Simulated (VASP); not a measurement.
Set up this calculation in VASP 6.6.1, as the native input.

```
Task                   : single point
Functional             : PBE
Potentials or basis    : VASP PAW PBE potentials, release 64 (Rb_sv, Te, P)
Cutoff                 : 520 eV
k mesh                 : 6 × 6 × 2
Occupations            : gaussian, width 0.1 eV
Spin                   : no spin polarisation
Dipole correction      : no
Further INCAR settings : ALGO = Normal; EDIFF = 1e-07; NBANDS = 27
```

The structure of RbTe2P3 lies in POSCAR:

```
RbTe2P3
1.0
    5.0416297200      0.0000000000      0.0000000000
   -2.5208148600      4.3661794200      0.0000000000
    0.0000000000      0.0000000000      7.9641944100
Rb Te P
1 2 3
Direct
    0.0000000000      0.0000000000      0.4545550000
    0.3333333300      0.6666666700      0.2770279900
    0.3333333300      0.6666666700      0.7371630100
    0.6666666700      0.3333333300      0.5164589900
    0.6666666700      0.3333333300      0.9477250000
    0.0000000000      0.0000000000      0.0670700000
```

These files were run (other wordings do the same):

INCAR

```
PREC = Accurate
ENCUT = 520
EDIFF = 1E-7
ISMEAR = 0
SIGMA = 0.1
LREAL = False
LASPH = True
NELM = 80
ALGO = Normal
ISIF = 2
LWAVE = False
LCHARG = False
GGA = PE
NBANDS = 27
```

KPOINTS

```
Automatic mesh
0
Gamma
  6 6 2
```

Potentials or basis: VASP PAW PBE potentials, release 64 (Rb_sv, Te, P).

The run is started by

```console
$ cat potpaw_PBE.64/Rb_sv/POTCAR potpaw_PBE.64/Te/POTCAR potpaw_PBE.64/P/POTCAR > POTCAR
$ mpirun -np 1 vasp_std > vasp.out
```

Results of the run:

```json
{"Pressure": "-3.8 GPa", "Largest force": "1.335 eV/Å", "Band gap on the k mesh": "zero (band 18 reaches 3.82 eV, above the bottom of band 19 at 3.33 eV)"}
```

Caveat: the k points lie up to 0.39 Å⁻¹ apart; spin-orbit coupling is left out, which moves the levels of the heavy elements; forces of over 1 eV/Å act on the atoms, so gaps and moduli don't describe the material at rest.

Run time: 38 s on 1 thread of Intel(R) Xeon(R) 6975P-C (Granite Rapids), on a shared host, peak memory 0.32 GiB.
